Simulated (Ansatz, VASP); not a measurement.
GdO in VASP and in Ansatz

The input INCAR:

```
  ALGO = Normal
  EDIFF = 1E-6
  ENCUT = 520
  GGA = PS
  ISIF = 2
  ISMEAR = -1
  ISPIN = 2
  LASPH = True
  LCHARG = True
  LELF = True
  LMAXMIX = 6
  LORBIT = 11
  LREAL = False
  LVHAR = True
  LWAVE = False
  MAGMOM = 8.5 0
  NBANDS = 23
  NELM = 150
  PREC = Accurate
  SIGMA = 0.05
```

Contents of KPOINTS:

```
k-points
0
Gamma
  9 9 9
```

File POSCAR:

```
GdO
1.0
    0.0000000000      2.7000000000      2.7000000000
    2.7000000000      0.0000000000      2.7000000000
    2.7000000000      2.7000000000      0.0000000000
Gd O
1 1
Direct
    0.0000000000      0.0000000000      0.0000000000
    0.7500000000      0.7500000000      0.7500000000
```

The input input.yaml:

```yaml
crystal:
  lattice:
    - [0.0, 2.7, 2.7]
    - [2.7, 0.0, 2.7]
    - [2.7, 2.7, 0.0]
  atoms:
    - { symbol: Gd, position: [0.0, 0.0, 0.0], spin: 8.5 }
    - { symbol: O, position: [0.75, 0.75, 0.75] }
hamiltonian:
  xc: pbesol
  pseudopotentials: { kind: paw }
magnetization:
  spin_polarized: true
kpoints:
  mp_grid: { grid: [9, 9, 9] }
scf:
  occupations: { method: fermi_dirac, width: 0.05 }
output:
  forces: true
  stress: true
  eigenvalues: true
```

Alike in both runs: task single point; functional PBEsol; k mesh 9 × 9 × 9; occupations fermi-dirac, width 0.05 eV; collinear spin.

|  | VASP | Ansatz |
| --- | --- | --- |
| version | VASP 6.6.1 | Ansatz 0.2.0 |
| potentials or method | VASP PAW PBE potentials, release 64 (Gd, O) | Ansatz PAW |
| plane-wave cutoff (eV) | 520 | 420 |
| valence electrons in the cell | 24 | 24 |

```tsv
	VASP	Ansatz	Ansatz less VASP
gap on the k mesh at the Fermi level (eV)	none	none	-
pressure (GPa)	-4.4	-4.5	-0.16
net moment per atom (μB)	3.76	3.75	-0.007
size of the moment on the site where the two differ most (μB)	6.87	6.82	-0.051
```

VASP's potentials were made for PBE, not for PBEsol. Site moments also hang on the region over which each program counts them. A gap of «none» marks a metal or a gap that the smearing closes.

Neither program's run includes spin-orbit coupling.
